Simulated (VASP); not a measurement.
# BaTiO3 in VASP: further runs

The runs below take BaTiO3 through single point, with PBEsol, BLYP+D3(BJ).

All numbers are computed with VASP 6.6.1; they aren't measurements. Logs are shortened: lines on timing, memory, paths and dates and some standing lists are left out, and cuts for length are marked.

## Step 1: The cell of the first run

The typed cell holds 10 atoms: a = 3.988 Å, b = 5.635 Å, c = 5.648 Å, α = 90.04°, β = 90.19°, γ = 90.00°.

## Step 2: Single point, PBEsol

Contents of INCAR:

```
SYSTEM = BaTiO3
PREC = Accurate
ENCUT = 520
EDIFF = 1E-7
ISMEAR = -1
SIGMA = 0.05
LREAL = .False.
LASPH = .True.
NELM = 60
ALGO = Normal
ISIF = 2
LWAVE = .False.
LCHARG = .True.
GGA = PS
LELF = .True.
LVHAR = .True.
NBANDS = 51
```

Contents of KPOINTS:

```
Automatic mesh
0
Gamma
  7 5 5
  0 0 0
```

Contents of POSCAR:

```
BaTiO3
1.0
   -0.0047667820      0.0047098383     -3.9884827311
    3.9827736978      3.9858643615     -0.0004392815
    3.9922891126     -3.9949954760      0.0090341195
Ba Ti O
2 2 6
Direct
    1.0061572989      0.0001138783     -0.0062007546
    1.0061557436      0.5001145881      0.4938000870
    0.5171571999      0.5002536832      0.9827447502
    0.5171563606      1.0002538001      0.4827441024
    0.9880629806      0.4999400168      1.0057315354
   -0.0119369634      0.9999410042      0.5057309481
    0.4943628755      0.2466965044      0.2589045718
    0.4943629582      0.7466965720      0.7589061557
    0.4942601248      0.2529955565      0.7588191608
    0.4942614213      0.7529943964      0.2588194332
```

Potentials or basis: VASP PAW PBE potentials, release 64 (Ba_sv, Ti_sv, O).

On the command line:

```bash
$ cat potpaw_PBE.64/Ba_sv/POTCAR potpaw_PBE.64/Ti_sv/POTCAR potpaw_PBE.64/O/POTCAR > POTCAR
$ mpirun -np 1 vasp_std > vasp.out
```

OUTCAR:

```text
SYSTEM = BaTiO3
   PREC = Accurate
   ENCUT = 520
   EDIFF = 1E-7
   ISMEAR = -1
   LREAL = .False.
   LASPH = .True.
   NELM = 60
   ISIF = 2
   GGA = PS

 ion  position               nearest neighbor table
   1  0.006  0.000  0.994-   9 2.76   6 2.76   8 2.76   5 2.82   7 2.82   9 2.82   8 2.82  10 2.82
                             5 2.82   7 2.89   6 2.89  10 2.89   4 3.39   3 3.43   4 3.43   3 3.43
   2  0.006  0.500  0.494-  10 2.76   5 2.76   7 2.76   6 2.82   8 2.82  10 2.82   7 2.82   9 2.82
                             6 2.82   8 2.89   5 2.89   9 2.89   3 3.39   4 3.43   3 3.43   4 3.43
   3  0.517  0.500  0.983-   8 1.88   5 1.88   9 1.88  10 2.11   5 2.11   7 2.12   2 3.39   1 3.43
                             2 3.43   1 3.43   1 3.48   2 3.48   1 3.48   2 3.54
   4  0.517  0.000  0.483-   7 1.88   6 1.88  10 1.88   9 2.11   6 2.11   8 2.12   1 3.39   2 3.43
                             1 3.43   2 3.43   2 3.48   1 3.48   2 3.48   1 3.54
   5  0.988  0.500  0.006-   3 1.88   3 2.11   2 2.76   1 2.82   1 2.82   2 2.89
   6  0.988  1.000  0.506-   4 1.88   4 2.11   1 2.76   2 2.82   2 2.82   1 2.89
   7  0.494  0.247  0.259-   4 1.88   3 2.12   2 2.76   1 2.82   2 2.82   1 2.89
   8  0.494  0.747  0.759-   3 1.88   4 2.12   1 2.76   2 2.82   1 2.82   2 2.89
   9  0.494  0.253  0.759-   3 1.88   4 2.11   1 2.76   1 2.82   2 2.82   2 2.89
  10  0.494  0.753  0.259-   4 1.88   3 2.11   2 2.76   2 2.82   1 2.82   1 2.89
[... 11 lines left out ...]
 A1 = (   3.9970558946,  -3.9997053143,   3.9975168506)
 A2 = (   0.0047667820,  -0.0047098383,   3.9884827311)
 A3 = (  -3.9827736978,  -3.9858643615,   0.0004392815)

Analysis of symmetry for initial positions (statically):
=====================================================================
 Subroutine PRICEL returns following result:

  LATTYP: Found a triclinic cell.
 ALAT       =     3.9884883604
 B/A-ratio  =     1.4124370628
 C/A-ratio  =     1.0004880710
 COS(alpha) =     0.0000231878
 COS(beta)  =     0.0023692894
 COS(gamma) =     0.7063864072

  Lattice vectors:

 A1 = (   0.0047667820,  -0.0047098383,   3.9884827311)
 A2 = (  -3.9827708101,  -0.0001437480,   3.9841853048)
 A3 = (   0.0047515205,  -3.9904293857,   0.0047366932)

   2 primitive cells build up your supercell.

 Routine SETGRP: Setting up the symmetry group for a
 triclinic supercell.

 Subroutine GETGRP returns: Found  1 space group operations
 (whereof  1 operations were pure point group operations)
 out of a pool of  2 trial point group operations.

The static configuration has the point symmetry C_1 .

Analysis of symmetry for dynamics (positions and initial velocities):
=====================================================================
 Subroutine PRICEL returns following result:

  LATTYP: Found a triclinic cell.
 ALAT       =     3.9884883604
 B/A-ratio  =     1.4124370628
 C/A-ratio  =     1.0004880710
 COS(alpha) =     0.0000231878
 COS(beta)  =     0.0023692894
 COS(gamma) =     0.7063864072

  Lattice vectors:

 A1 = (   0.0047667820,  -0.0047098383,   3.9884827311)
 A2 = (  -3.9827708101,  -0.0001437480,   3.9841853048)
 A3 = (   0.0047515205,  -3.9904293857,   0.0047366932)

   2 primitive cells build up your supercell.

 Routine SETGRP: Setting up the symmetry group for a
 triclinic supercell.

 Subroutine GETGRP returns: Found  1 space group operations
 (whereof  1 operations were pure point group operations)
 out of a pool of  2 trial point group operations.

The dynamic configuration has the point symmetry C_1 .

 Subroutine INISYM returns: Found  1 space group operations
 (whereof  1 operations are pure point group operations),
 and found     2 'primitive' translations

----------------------------------------------------------------------------------------

                                     Primitive cell

  volume of cell :      63.4644

  direct lattice vectors                    reciprocal lattice vectors
     0.004766782 -0.004709838  3.988482731     0.250512132  0.000595548  0.250423215
    -3.982770810 -0.000143748  3.984185305    -0.250781999 -0.000298258  0.000299367
     0.004751521 -3.990429386  0.004736693    -0.000286641 -0.250600290 -0.000295581

  length of vectors
     3.988488360  5.633488785  3.990435026     0.354215287  0.250782355  0.250600628

  position of ions in fractional coordinates (direct lattice)
     0.987755824  0.006086877  0.993685367
     0.965841541  0.517002098  0.482490302
     0.517605813  0.494331150  0.505789680
     0.011237453  0.494399589  0.012209387
     0.517553808  0.988186068  0.505823538

  ion indices of the primitive-cell ions
   primitive index   ion index
                 1           1
                 2           4
                 3           6
                 4           8
                 5           9

----------------------------------------------------------------------------------------

 KPOINTS: Automatic mesh

Automatic generation of k-mesh.
 Grid dimensions read from file:
 generate k-points for:    7    5    5

 Generating k-lattice:

  Cartesian coordinates                     Fractional coordinates (reciprocal lattice)
     0.000038552 -0.000042470 -0.035817512     0.142857143  0.000000000 -0.000000000
     0.025106900  0.025089890 -0.000000379    -0.000000000  0.200000000  0.000000000
     0.025049578 -0.025030161 -0.000059495     0.000000000  0.000000000  0.200000000

  Length of vectors
     0.035817558  0.035494493  0.035411776

  Shift w.r.t. Gamma in fractional coordinates (k-lattice)
     0.000000000  0.000000000  0.000000000

 Subroutine IBZKPT returns following result:
 ===========================================

 Found     88 irreducible k-points:

 Following reciprocal coordinates:
            Coordinates               Weight
  0.000000  0.000000  0.000000      1.000000
  0.142857 -0.000000 -0.000000      2.000000
  0.285714 -0.000000 -0.000000      2.000000
  0.428571 -0.000000 -0.000000      2.000000
  0.000000  0.200000 -0.000000      2.000000
  0.142857  0.200000 -0.000000      2.000000
[... 16 lines left out ...]
 -0.428571 -0.000000  0.200000      2.000000
 -0.285714 -0.000000  0.200000      2.000000
 [... further k-points ...]
   k-points           NKPTS =     88   k-points in BZ     NKDIM =     88   number of bands    NBANDS=     51
   number of dos      NEDOS =    301   number of ions     NIONS =     10
   total plane-waves  NPLWV =  52920
   dimension x,y,z NGX =    30 NGY =   42 NGZ =   42
   dimension x,y,z NGXF=    60 NGYF=   84 NGZF=   84
   ions per type =               2   2   6
   NGX,Y,Z   is equivalent  to a cutoff of  12.50, 12.39, 12.36 a.u.
   NGXF,Y,Z  is equivalent  to a cutoff of  25.01, 24.78, 24.73 a.u.
 SYSTEM =  BaTiO3
   PREC   = accura    normal or accurate (medium, high low for compatibility)
   ISTART =      0    job   : 0-new  1-cont  2-samecut
   ICHARG =      2    charge: 1-file 2-atom 10-const
   ISPIN  =      1    spin polarized calculation?
   LNONCOLLINEAR =      F non collinear calculations
   LSORBIT =      F    spin-orbit coupling
   LASPH  =      T    aspherical Exc in radial PAW
   ENCUT  =  520.0 eV  38.22 Ry    6.18 a.u.   7.42 10.48 10.50*2*pi/ulx,y,z
   NELM   =     60;   NELMIN=  2; NELMDL= -5     # of ELM steps
   EDIFF  = 0.1E-06   stopping-criterion for ELM
   LREAL  =      F    real-space projection
   EDIFFG = 0.1E-05   stopping-criterion for IOM
   NSW    =      0    number of steps for IOM
   IBRION =     -1    ionic relax: 0-MD 1-quasi-New 2-CG
   NFREE  =      0    steps in history (QN), initial steepest desc. (CG)
   ISIF   =      2    stress and relaxation
   ISYM   =      2    0-nonsym 1-usesym 2-fastsym
   POTIM  = 0.5000    time-step for ionic-motion
   TEBEG  =    0.0;   TEEND  =   0.0 temperature during run
   PSTRESS=    0.0 pullay stress
   NELECT =      80.0000    total number of electrons
   NUPDOWN=      -1.0000    fix difference up-down
   EMIN   =  10.00;   EMAX   =-10.00  energy-range for DOS
   EFERMI =   0.00;   METHOD = LEGACY
   ISMEAR =    -1;   SIGMA  =   0.05  broadening in eV -4-tet -1-fermi 0-gaus
   EFERMI_NEDOS =   21; number of points for ismear=-14 and -15
   IALGO  =     38    algorithm
   IMIX   =      4    mixing-type and parameters
     AMIX     =   0.40;   BMIX     =  1.00
     AMIX_MAG =   1.60;   BMIX_MAG =  1.00
  volume/ion in A,a.u.               =      12.69        85.66
  Fermi-wavevector in a.u.,A,eV,Ry     =   1.403627  2.652470 26.805756  1.970167
  Thomas-Fermi vector in A             =   2.526270
   LORBIT       =      0    0 simple, 1 ext, 2 COOP (PROOUT), +10 PAW based schemes
   GGA     = PS    functional components
   LHFCALC =     F    Hartree Fock is set to
   AEXX    =    0.0000 exact exchange contribution
   IVDW    =     0    specifies the selected vdW correction
   LEPSILON=     F    determine dielectric tensor
   LRPA    =     F    only Hartree local field effects (RPA)
 non-spin polarized calculation
  energy-cutoff  :      520.00
  volume of cell :      126.93
 maximum number of plane-waves:      3435
 NGX is ok and might be reduce to    30
   NGX = 15   NGY = 21   NGZ = 21

 number of electron      80.0000003 magnetization

 Free energy of the ion-electron system (eV)
  ---------------------------------------------------
  ext. energy  EPLUGINS =         0.00000000
  ---------------------------------------------------
  free energy    TOTEN  =       -84.00657850 eV

  energy without entropy =      -84.00657850  energy(sigma->0) =      -84.00657850

 E-fermi :   4.7704     XC(G=0): -11.5581

 val. band max:        3.7089375393   @ k =   0.4286  -0.0000  -0.0000
 cond. band min:       5.9761834616   @ k =   0.0000   0.0000   0.0000
 fundamental gap:      2.2672459223
 Fermi energy:         4.7704267160

 k-point     1 :       0.0000    0.0000    0.0000
  band No.  band energies     occupation
      1     -52.3248      2.00000
      2     -52.3224      2.00000
      3     -28.7472      2.00000
      4     -28.7430      2.00000
      5     -28.6939      2.00000
      6     -28.6927      2.00000
[... 1285 lines left out ...]
     50      10.3466      0.00000
     51      10.4477      0.00000

 [... further k-points ...]

------------------------ aborting loop because EDIFF is reached ----------------------------------------

  FORCE on cell =-STRESS in cart. coord.  units (eV):
  Direction    XX          YY          ZZ          XY          YZ          ZX
  --------------------------------------------------------------------------------------
  -------------------------------------------------------------------------------------
  Total        1.5513990      1.5344384      1.5431000      0.0115521      0.0115306     -0.0104565
  in kB       19.5827800     19.3686922     19.4780239      0.1458183      0.1455474     -0.1319887
  external PRESSURE =      19.4764987 kB  Pullay stress =       0.0000000 kB

 VOLUME and BASIS-vectors are now :
 -----------------------------------------------------------------------------
  energy-cutoff  :      520.00
  volume of cell :      126.93
      direct lattice vectors                 reciprocal lattice vectors
    -0.004766782  0.004709838 -3.988482731     0.000269867 -0.000297290 -0.250722581
     3.982773698  3.985864362 -0.000439281     0.125534498  0.125449452 -0.000001893
     3.992289113 -3.994995476  0.009034119     0.125247890 -0.125150805 -0.000297474

 POSITION                                       TOTAL-FORCE (eV/Angst)
 -----------------------------------------------------------------------------------
      3.96796     -3.96974     -0.01558         0.021548     -0.022475      0.021649
      3.96321      0.02069     -0.02031         0.021548     -0.022475      0.021649
      5.91333     -1.92968     -2.05401         0.031745     -0.033197      0.032002
      1.92580     -1.92511     -2.05831         0.031745     -0.033197      0.032002
      2.00932      1.97445     -3.94104        -0.009923      0.010372     -0.033751
      5.99685      1.96989     -3.93674        -0.009923      0.010372     -0.033751
      2.01380     -0.04870     -1.96953        -0.010509      0.034213     -0.009892
      6.00134     -0.05327     -1.96523        -0.010509      0.034213     -0.009892
      4.03469     -2.02075     -1.96460        -0.032861      0.011087     -0.010008
      4.02993      1.96968     -1.96935        -0.032861      0.011087     -0.010008
 -----------------------------------------------------------------------------------
    total drift:                               -0.000627      0.000558      0.000834

  FREE ENERGIE OF THE ION-ELECTRON SYSTEM (eV)
  ---------------------------------------------------
  free  energy   TOTEN  =       -84.0065784956 eV

  energy  without entropy=      -84.0065784955  energy(sigma->0) =      -84.00657850
```

Wall time 12 min (1 thread of Intel Xeon Platinum 8259CL at 2.50GHz (Skylake/Cascade Lake), shared host); peak memory 0.55 GiB.

What came out:

```
Free energy            : -84.0066 eV
Pressure               : 1.9 GPa
Largest force          : 0.056 eV/Å
Band gap on the k mesh : 2.27 eV
```

Forces in eV/Å, atoms in the order of the input:
```
Ba   0.022 -0.022  0.022
Ba   0.022 -0.022  0.022
Ti   0.032 -0.033  0.032
Ti   0.032 -0.033  0.032
O   -0.010  0.010 -0.034
O   -0.010  0.010 -0.034
O   -0.011  0.034 -0.010
O   -0.011  0.034 -0.010
O   -0.033  0.011 -0.010
O   -0.033  0.011 -0.010
```

Caveat: the PAW data sets were made with another functional, which shifts forces and pressure a little; spin-orbit coupling is left out, which moves the levels of the heavy elements; an odd mesh through Γ misses points on the zone boundary, where band edges can lie.

## Step 3: Single point, BLYP+D3(BJ)

This run uses another cell than the first one, of 13.06 Å³/atom.

Contents of INCAR:

```
PREC = Accurate
ENCUT = 520
EDIFF = 1E-7
ISMEAR = -1
SIGMA = 0.05
LREAL = False
LASPH = True
NELM = 80
ALGO = Normal
ISIF = 2
LWAVE = False
LCHARG = True
GGA = B5
ALDAX = 1.0
AGGAX = 1.0
AGGAC = 1.0
ALDAC = 0.0
IVDW = 12
VDW_S6 = 1.0
VDW_S8 = 2.6996
VDW_A1 = 0.4298
VDW_A2 = 4.2359
LELF = True
LVHAR = True
NBANDS = 51
```

Contents of KPOINTS:

```
regular mesh
0
Gamma
  7 5 5
```

Contents of POSCAR:

```
BaTiO3
1.0
   -0.0066040582      0.0065940864     -4.0266729907
    4.0189572600      4.0231550588     -0.0005663872
    4.0323501012     -4.0360049785      0.0127736673
Ba Ti O
2 2 6
Direct
    1.0070405731      0.0001415258     -0.0071108181
    1.0070409299      0.5001403573      0.4928904885
    0.5193701698      0.5002963223      0.9804849597
    0.5193699381      1.0002965374      0.4804852052
    0.9862036445      0.4999380636      1.0063741516
   -0.0137967394      0.9999379345      0.5063738816
    0.4937648708      0.2460234200      0.2601786910
    0.4937651618      0.7460246851      0.7601776256
    0.4936209642      0.2536001012      0.7600722874
    0.4936204872      0.7536010527      0.2600735176
```

Potentials or basis: VASP PAW PBE potentials, release 64 (Ba_sv, Ti_sv, O).

On the command line:

```bash
$ cat potpaw_PBE.64/Ba_sv/POTCAR potpaw_PBE.64/Ti_sv/POTCAR potpaw_PBE.64/O/POTCAR > POTCAR
$ mpirun -np 1 vasp_std > vasp.out
```

Run time: 12 min. Hardware: 1 thread of Intel Xeon Platinum 8488C (Sapphire Rapids), shared host; peak memory 0.56 GiB.

It converged, with:

- Free energy: -82.2830 eV
- Pressure: 2.0 GPa
- Largest force: 0.133 eV/Å
- Band gap on the k mesh: 2.40 eV
- Dispersion energy per atom: -0.602 eV

Forces in eV/Å, atoms in the order of the input:
```
Ba   0.022 -0.023  0.022
Ba   0.022 -0.023  0.022
Ti   0.075 -0.078  0.076
Ti   0.075 -0.078  0.076
O   -0.008  0.009 -0.082
O   -0.008  0.009 -0.082
O   -0.008  0.083 -0.008
O   -0.008  0.083 -0.008
O   -0.080  0.009 -0.008
O   -0.080  0.009 -0.008
```

Levels at points of the mesh, in eV from the valence-band top:
```
           k point  band 37  band 38  band 39  band 40  band 41  band 42  band 43  band 44
(0.00, 0.00, 0.00)    -0.53    -0.40    -0.40    -0.08     2.40     2.41     2.55     3.75
```

Caveat: the PAW data sets were made with another functional, which shifts forces and pressure a little; spin-orbit coupling is left out, which moves the levels of the heavy elements; an odd mesh through Γ misses points on the zone boundary, where band edges can lie.
